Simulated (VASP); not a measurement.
CdSi2, 3 atoms in the cell. Symmetry: P-3m1, No. 164, trigonal system. The conventional cell has a = 3.709 Å, b = 3.709 Å, c = 5.145 Å, α = 90.00°, β = 90.00°, γ = 120.00°. Within 3.9 Å of Cd (site symmetry -3m) lie 12 Si at 2.99 to 3.73 Å and 6 Cd at 3.71 Å. Si (site symmetry 3m) has 3 Si at 2.35 Å and 3 Cd at 2.99 Å within 3.1 Å. 

- Program: VASP 6.6.1
- Task: relaxation of cell and atoms
- Functional: PBE
- Potentials or basis: VASP PAW PBE potentials, release 64 (Cd, Si)
- Cutoff: 600 eV
- k mesh: 15 × 15 × 8
- Occupations: gaussian, width 0.1 eV
- Spin: no spin polarisation
- Dipole correction: no
- Further INCAR settings: ALGO = Normal; EDIFF = 1e-07; IBRION = 2; EDIFFG = -0.005; NSW = 100; ISIF = 3

Potentials or basis: VASP PAW PBE potentials, release 64 (Cd, Si).

Command:

```sh
$ cat potpaw_PBE.64/Cd/POTCAR potpaw_PBE.64/Si/POTCAR > POTCAR
$ mpirun -np 1 vasp_std > vasp.out
```

Hardware: 1 thread of Intel(R) Xeon(R) 6975P-C (Granite Rapids) (shared host).

Question: How long does it take, and how much memory?

Answer: It took 6.1 min on 1 thread of Intel(R) Xeon(R) 6975P-C (Granite Rapids), with other jobs on the host, peak memory 0.36 GiB. Counts: scf iterations 66, k points 192, ion steps 8.
